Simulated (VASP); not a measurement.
Wanted: the native input for a VASP 6.6.1 run.

- Task: single point
- Functional: PBEsol
- Potentials or basis: VASP PAW PBE potentials, release 64 (Hf_pv, C)
- Cutoff: 520 eV
- k mesh: 12 × 12 × 8
- Occupations: gaussian, width 0.1 eV
- Spin: no spin polarisation
- Dipole correction: no
- Further INCAR settings: ALGO = Normal; EDIFF = 1e-06; NBANDS = 22

The structure of HfC lies in POSCAR:

```
HfC
1.0
    3.3428660531      0.0000000000      0.0000000000
   -1.6714330265      2.8950069234      0.0000000000
    0.0000000000      0.0000000000      5.2027140000
Hf C
2 2
Direct
    0.6666666700      0.3333333300      0.7500000000
    0.3333333300      0.6666666700      0.2500000000
    0.0000000000      0.0000000000      0.0000000000
    0.0269230052      0.0000000000      0.5000000000
```

This cell differs from its parent crystal: one atom moved.

These files were run (other wordings do the same):

INCAR

```
SYSTEM = HfC
  PREC = Accurate
  ENCUT = 520
  EDIFF = 1E-6
  ISMEAR = 0
  SIGMA = 0.1
  LREAL = .FALSE.
  LASPH = .TRUE.
  NELM = 100
  ALGO = Normal
  ISIF = 2
  LWAVE = .FALSE.
  LCHARG = .TRUE.
  GGA = PS
  LELF = .TRUE.
  LVHAR = .TRUE.
  NBANDS = 22
```

KPOINTS

```
regular mesh
0
G
  12 12 8
  0 0 0
```

Potentials or basis: VASP PAW PBE potentials, release 64 (Hf_pv, C).

Run with:

```console
$ cat potpaw_PBE.64/Hf_pv/POTCAR potpaw_PBE.64/C/POTCAR > POTCAR
$ mpirun -np 1 vasp_std > vasp.out
```

Results of the run:

The pressure is -7.5 GPa. The largest force is 1.131 eV/Å and the band gap on the k mesh is zero (band 14 reaches 7.25 eV, above the bottom of band 15 at 5.89 eV).

Caveat: the cell differs from its parent crystal (one atom moved); the PAW data sets were made with another functional, which shifts forces and pressure a little; spin-orbit coupling is left out, which moves the levels of the heavy elements.

Wall time 5.6 min on 1 thread of Intel(R) Xeon(R) Platinum 8488C (Sapphire Rapids), with other jobs on the host, peak memory 0.42 GiB.
